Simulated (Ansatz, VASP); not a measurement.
AgCl: VASP beside Ansatz

Contents of INCAR:

```
SYSTEM = AgCl
ALGO = Normal
EDIFF = 1E-6
ENCUT = 520
GGA = PE
ISIF = 2
ISMEAR = 0
LASPH = .TRUE.
LCHARG = .FALSE.
LREAL = .FALSE.
LWAVE = .FALSE.
NBANDS = 16
NELM = 100
PREC = Accurate
SIGMA = 0.05
```

File KPOINTS:

```
k-points
0
G
  8 8 8
  0 0 0
```

POSCAR

```
AgCl
1.0
    0.0000000000      2.7731500000      2.7731500000
    2.7731500000      0.0000000000      2.7731500000
    2.7731500000      2.7731500000      0.0000000000
Ag Cl
1 1
Direct
    0.5180300380      0.5180300380      0.4819699620
    0.0000000000      0.0000000000      0.0000000000
```

Input for Ansatz:

```yaml
crystal:
  lattice:
    - [0.0, 2.77315, 2.77315]
    - [2.77315, 0.0, 2.77315]
    - [2.77315, 2.77315, 0.0]
  atoms:
    - { symbol: Ag, position: [0.518030038, 0.518030038, 0.481969962] }
    - { symbol: Cl, position: [0.0, 0.0, 0.0] }
basis:
  ecutwfc: 420
kpoints:
  mp_grid: { grid: [8, 8, 8] }
hamiltonian:
  xc: pbe
scf:
  occupations: { method: gaussian, width: 0.05 }
output:
  forces: true
  stress: true
  eigenvalues: true
```

Change from the starting cell: all Ag atoms moved -0.100 Å, as atom 1 towards its neighbour atom 2 (Cl) at 2.773 Å.

Alike in both runs: task single point; functional PBE; k mesh 8 × 8 × 8; occupations gaussian, width 0.05 eV; no spin polarisation.

```csv
,VASP,Ansatz
version,VASP 6.6.1,Ansatz 0.2.0
potentials or method,"VASP PAW PBE potentials, release 64 (Ag, Cl), cutoff 520 eV","scalar-relativistic, plane waves, PAW"
valence electrons in the cell,18,26
```

|  | VASP | Ansatz | Ansatz less VASP |
| --- | --- | --- | --- |
| gap on the k mesh at the Fermi level (eV) | 0.92 | 0.92 | +0.003 |
| least direct gap on the mesh (eV) | 2.90 | 2.90 | +0.002 |
| pressure (GPa) | 1.6 | 1.8 | +0.14 |
| traceless stress, the component that is largest in VASP (GPa) | 0.32 | 0.32 | +0.001 |
| rms of the force components (eV/Å) | 0.070 | 0.071 | +0.0011 |

Atom by atom the forces differ by 0.001 eV/Å (rms over components). VASP's potentials hold 18 valence electrons a cell and Ansatz's 26, so a difference there can come from the potentials and not from the codes.
